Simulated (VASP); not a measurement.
# TePb (Fm-3m) in VASP: elastic constants with RPBE

Aim: the elastic constants of TePb with RPBE.

Program: VASP 6.6.1. These are calculated values, not measurements. Logs are shortened: lines on timing, memory, paths and dates and some standing lists are left out, and cuts for length are marked.

**1. The cell of the first run**

Symmetry: Fm-3m, No. 225, cubic system. The conventional cell has a = 6.462 Å, b = 6.462 Å, c = 6.462 Å, α = 90.00°, β = 90.00°, γ = 90.00°. Within 4.3 Å of Pb (site symmetry m-3m) lie 6 Te at 3.23 Å. Te (site symmetry m-3m) has 6 Pb at 3.23 Å within 4.3 Å.

**2. Elastic constants, RPBE**

INCAR reads:

```
SYSTEM = TePb
  ALGO = Normal
  EDIFF = 1E-8
  ENCUT = 500
  GGA = RP
  GGA_COMPAT = .False.
  IBRION = 6
  ISIF = 3
  ISMEAR = 0
  LASPH = .True.
  LCHARG = .False.
  LREAL = .False.
  LWAVE = .False.
  NBANDS = 17
  NELM = 120
  NFREE = 2
  NSW = 1
  POTIM = 0.015
  PREC = Accurate
  SIGMA = 0.01
```

KPOINTS reads:

```
k-points
0
Gamma
  5 5 5
  0 0 0
```

POSCAR reads:

```
TePb
1.0
    0.0000000000      3.2310000000      3.2310000000
    3.2310000000      0.0000000000      3.2310000000
    3.2310000000      3.2310000000      0.0000000000
Pb Te
1 1
Direct
    0.0000000000      0.0000000000      0.0000000000
    0.5000000000      0.5000000000      0.5000000000
```

Potentials or basis: VASP PAW PBE potentials, release 64 (Pb_d, Te).

Launch:

```sh
cat potpaw_PBE.64/Pb_d/POTCAR potpaw_PBE.64/Te/POTCAR > POTCAR
mpirun -np 1 vasp_std > vasp.out
```

OUTCAR:

```text
SYSTEM = TePb
   EDIFF = 1E-8
   ENCUT = 500
   GGA = RP
   IBRION = 6
   ISIF = 3
   ISMEAR = 0
   LASPH = .True.
   LREAL = .False.
   NELM = 120
   NFREE = 2
   NSW = 1
   POTIM = 0.015
   PREC = Accurate

 ion  position               nearest neighbor table
   1  0.000  0.000  0.000-   2 3.23   2 3.23   2 3.23   2 3.23   2 3.23   2 3.23
   2  0.500  0.500  0.500-   1 3.23   1 3.23   1 3.23   1 3.23   1 3.23   1 3.23

  LATTYP: Found a face centered cubic cell.
 ALAT       =     6.4620000000

  Lattice vectors:

 A1 = (   0.0000000000,   3.2310000000,   3.2310000000)
 A2 = (   3.2310000000,   0.0000000000,   3.2310000000)
 A3 = (   3.2310000000,   3.2310000000,   0.0000000000)

Analysis of symmetry for initial positions (statically):
=====================================================================
 Subroutine PRICEL returns:
 Original cell was already a primitive cell.

 Routine SETGRP: Setting up the symmetry group for a
 face centered cubic supercell.

 Subroutine GETGRP returns: Found 48 space group operations
 (whereof 48 operations were pure point group operations)
 out of a pool of 48 trial point group operations.

The static configuration has the point symmetry O_h .

Analysis of symmetry for dynamics (positions and initial velocities):
=====================================================================
 Subroutine PRICEL returns:
 Original cell was already a primitive cell.

 Routine SETGRP: Setting up the symmetry group for a
 face centered cubic supercell.

 Subroutine GETGRP returns: Found 48 space group operations
 (whereof 48 operations were pure point group operations)
 out of a pool of 48 trial point group operations.

The dynamic configuration has the point symmetry O_h .

 Subroutine INISYM returns: Found 48 space group operations
 (whereof 48 operations are pure point group operations),
 and found     1 'primitive' translations

[... 310 lines left out ...]

 number of electron      20.0000002 magnetization

 Free energy of the ion-electron system (eV)
  ---------------------------------------------------
  ext. energy  EPLUGINS =         0.00000000
  ---------------------------------------------------
  free energy    TOTEN  =        -6.77801539 eV

  energy without entropy =       -6.77801539  energy(sigma->0) =       -6.77801539

 E-fermi :   5.6760     XC(G=0):  -9.1730

 val. band max:        5.5786127849   @ k =   0.0000  -0.2000   0.2000
 cond. band min:       6.8483939078   @ k =   0.4000   0.0000   0.0000
 fundamental gap:      1.2697811229
 Fermi energy:         5.6760215692

 k-point     1 :       0.0000    0.0000    0.0000
  band No.  band energies     occupation
      1     -11.0506      2.00000
      2     -11.0505      2.00000
      3     -11.0448      2.00000
      4     -11.0448      2.00000
      5     -11.0448      2.00000
      6      -6.2573      2.00000
[... 378 lines left out ...]
  FREE ENERGIE OF THE ION-ELECTRON SYSTEM (eV)
  ---------------------------------------------------
  free  energy   TOTEN  =        -6.7780153889 eV

  energy  without entropy=       -6.7780153889  energy(sigma->0) =       -6.77801539

 INTERNAL STRAIN TENSORS FROM STRAINED CELLS
 ============================================

 INTERNAL STRAIN TENSOR FOR ION    1 for displacements in x,y,z  (eV/Angst):
          X           Y           Z          XY          YZ          ZX
  --------------------------------------------------------------------------------
  x     0.00000    -0.00000     0.00000     0.00000     0.00000     0.00000
  y    -0.00000     0.00000    -0.00000    -0.00000    -0.00000     0.00000
  z     0.00000     0.00000     0.00000    -0.00000     0.00000     0.00000

 INTERNAL STRAIN TENSORS FROM DISPLACED ATOMS
 ============================================

 INTERNAL STRAIN TENSOR FOR ION    1 for displacements in x,y,z  (eV/Angst):
          X           Y           Z          XY          YZ          ZX
  --------------------------------------------------------------------------------
  x     0.00000     0.00000     0.00000     0.00000     0.00000     0.00000
  y     0.00000     0.00000     0.00000     0.00000     0.00000     0.00000
  z     0.00000     0.00000     0.00000     0.00000     0.00000     0.00000

 INTERNAL STRAIN TENSOR FOR ION    2 for displacements in x,y,z  (eV/Angst):
          X           Y           Z          XY          YZ          ZX
  --------------------------------------------------------------------------------
  x     0.00000     0.00000     0.00000     0.00000     0.00000     0.00000
  y     0.00000     0.00000     0.00000     0.00000     0.00000     0.00000
  z     0.00000     0.00000     0.00000     0.00000     0.00000     0.00000

 Eigenvectors and eigenvalues of the dynamical matrix
 ----------------------------------------------------

   1 f  =    1.211782 THz     7.613852 2PiTHz   40.420703 cm-1     5.011526 meV
             X         Y         Z           dx          dy          dz
      0.000000  0.000000  0.000000     0.000000    0.620174    0.000000
      3.231000  3.231000  3.231000     0.000000   -0.784464    0.000000
[... 21 lines left out ...]
   6 f/i=    0.004353 THz     0.027352 2PiTHz    0.145207 cm-1     0.018003 meV
             X         Y         Z           dx          dy          dz
      0.000000  0.000000  0.000000     0.000000    0.000000    0.784464
      3.231000  3.231000  3.231000     0.000000    0.000000    0.620174

--------------------------------------------------------------------------------------------------------

 ELASTIC MODULI CONTR FROM IONIC RELAXATION (kBar)
 Direction    XX          YY          ZZ          XY          YZ          ZX
 --------------------------------------------------------------------------------
 XX           0.0000      0.0000      0.0000      0.0000      0.0000      0.0000
 YY           0.0000      0.0000      0.0000      0.0000      0.0000      0.0000
 ZZ           0.0000      0.0000      0.0000      0.0000      0.0000      0.0000
 XY           0.0000      0.0000      0.0000      0.0000      0.0000      0.0000
 YZ           0.0000      0.0000      0.0000      0.0000      0.0000      0.0000
 ZX           0.0000      0.0000      0.0000      0.0000      0.0000      0.0000
 --------------------------------------------------------------------------------

 TOTAL ELASTIC MODULI (kBar)
 Direction    XX          YY          ZZ          XY          YZ          ZX
 --------------------------------------------------------------------------------
 XX        1299.6536     42.0288     42.0288      0.0000     -0.0000     -0.0000
 YY          42.0288   1299.6536     42.0288      0.0000      0.0000     -0.0000
 ZZ          42.0288     42.0288   1299.6536     -0.0000      0.0000      0.0000
 XY           0.0000      0.0000     -0.0000    134.2326     -0.0000      0.0000
 YZ          -0.0000      0.0000      0.0000     -0.0000    134.2326      0.0000
 ZX          -0.0000     -0.0000      0.0000      0.0000      0.0000    134.2326
 --------------------------------------------------------------------------------
```

stdout:

```text
POSCAR found type information on POSCAR PbTe
 POSCAR found :  2 types and       2 ions
 scaLAPACK will be used
 -----------------------------------------------------------------------------
|                                                                             |
|                                                                             |
|     You enforced a specific xc type in the INCAR file but a different       |
|     I HOPE YOU KNOW WHAT YOU ARE DOING!                                     |
|                                                                             |
[... 33 lines left out ...]
 Finite differences progress:
 bond charge predicted
 Finite differences progress:
 bond charge predicted
 Finite differences progress:
 bond charge predicted
 Finite differences progress:
 bond charge predicted
 Finite differences progress:
 bond charge predicted
 Finite differences progress:
```

Wall time 6.9 min (1 thread of Intel Xeon 6975P-C (Granite Rapids), shared host); peak memory 0.27 GiB.

What came out:

- Elastic constants C11, C12, C44: 130, 4, 13 GPa
- Voigt bulk modulus: 46 GPa
- Highest phonon frequency at Γ, LO-TO splitting left out: 40 cm⁻¹

Phonon frequencies in cm⁻¹ (negative: imaginary):
| q point | frequencies |
| --- | --- |
| (0.000, 0.000, 0.000) | 0 0 0 40 40 40 |

Elastic tensor in Voigt notation (GPa, in the Cartesian axes of the cell as first typed):
```
130   4   4   0   0   0
  4 130   4   0   0   0
  4   4 130   0   0   0
  0   0   0  13   0   0
  0   0   0   0  13   0
  0   0   0   0   0  13
```

Clamped-ion elastic tensor (GPa):
```
130   4   4   0   0   0
  4 130   4   0   0   0
  4   4 130   0   0   0
  0   0   0  13   0   0
  0   0   0   0  13   0
  0   0   0   0   0  13
```

Caveat: the cell is under stress, which shifts elastic constants; this odd mesh misses L, so gap, dielectric constants and Born charges aren't listed; the PAW data sets were made with another functional, which shifts forces and pressure a little; spin-orbit coupling is left out, which moves the levels of the heavy elements.
